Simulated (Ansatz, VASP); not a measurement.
# Two plane-wave programs on BaTiO3

```
Ba Ti O
1.0
     4.00600    0.00000    0.00000
     0.00000    4.00600    0.00000
     0.00000    0.00000    4.00600
Ba Ti O
1 1 3
Direct
  0.50000 0.50000 0.50000
  0.00000 0.00000 0.00000
  0.00000 0.00000 0.50000
  0.00000 0.50000 0.00000
  0.50000 0.00000 0.00000
```

Alike in both runs: task relaxation of cell and atoms; functional PBE; k mesh 7 × 7 × 7; occupations fermi-dirac, width 0.05 eV; no spin polarisation.

|  | VASP | Ansatz |
| --- | --- | --- |
| version | VASP 6.6.1 | Ansatz 0.2.0 |
| potentials or method | VASP PAW PBE potentials, release 64 (Ba_sv, Ti_sv, O) | Ansatz PAW |
| plane-wave cutoff (eV) | 600 | 420 |
| valence electrons in the cell | 40 | 40 |

Ansatz gave:

* gap on the k mesh at the Fermi level, each at its own relaxed structure (eV): 1.84
* relaxed volume (Å³/atom): 12.99
* relaxed cell length with the largest relative difference (Å): 4.019

What did VASP give for the same quantities?

gap on the k mesh at the Fermi level, each at its own relaxed structure (eV): 1.76; relaxed volume (Å³/atom): 13.11; relaxed cell length with the largest relative difference (Å): 4.032.

Neither program's run includes spin-orbit coupling. Noted on Ansatz's run: odd divisions of the mesh miss points on the zone boundary, where band edges often lie, so the gap on the mesh can be too wide; the plane-wave basis is chosen anew once the cell has moved, so the energies of steps on either side of that aren't comparable.
